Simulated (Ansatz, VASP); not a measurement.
**One calculation of AgCl, two programs**

```
CELL_PARAMETERS angstrom
1.59027 -5.55660 0.00000
1.59027 5.55660 0.00000
0.00000 0.00000 3.92404
ATOMIC_POSITIONS crystal
Ag 0.39656 0.60344 0.75000
Ag 0.60344 0.39656 0.25000
Cl 0.86545 0.13455 0.25000
Cl 0.13455 0.86545 0.75000
```

Change from the starting cell: strain -0.1500 x Voigt [1, 0, 0, 0, 0, 0], atoms carried along.

Alike in both runs: task single point; functional PBEsol; k mesh 10 × 10 × 10; occupations gaussian, width 0.03 eV; no spin polarisation.

|  | VASP | Ansatz |
| --- | --- | --- |
| version | VASP 6.6.1 | Ansatz 0.2.0 |
| potentials or method | VASP PAW PBE potentials, release 64 (Ag, Cl), cutoff 520 eV | scalar-relativistic, plane waves, PAW |
| valence electrons in the cell | 36 | 52 |

VASP gave:

| Item | Value |
| --- | --- |
| gap on the k mesh at the Fermi level (eV) | 0.20 |
| least direct gap on the mesh (eV) | 2.22 |
| pressure (GPa) | 10.6 |
| traceless stress, the component that is largest in VASP (GPa) | -6.71 |
| rms of the force components (eV/Å) | 0.090 |

Problem. Which values does Ansatz return?

Solution. gap on the k mesh at the Fermi level (eV): 0.20; least direct gap on the mesh (eV): 2.22; pressure (GPa): 10.7; traceless stress, the component that is largest in VASP (GPa): -6.74; rms of the force components (eV/Å): 0.091.

VASP's potentials were made for PBE, not for PBEsol. Atom by atom the forces differ by 0.001 eV/Å (rms over components). VASP's potentials hold 36 valence electrons a cell and Ansatz's 52, so a difference there can come from the potentials and not from the codes.
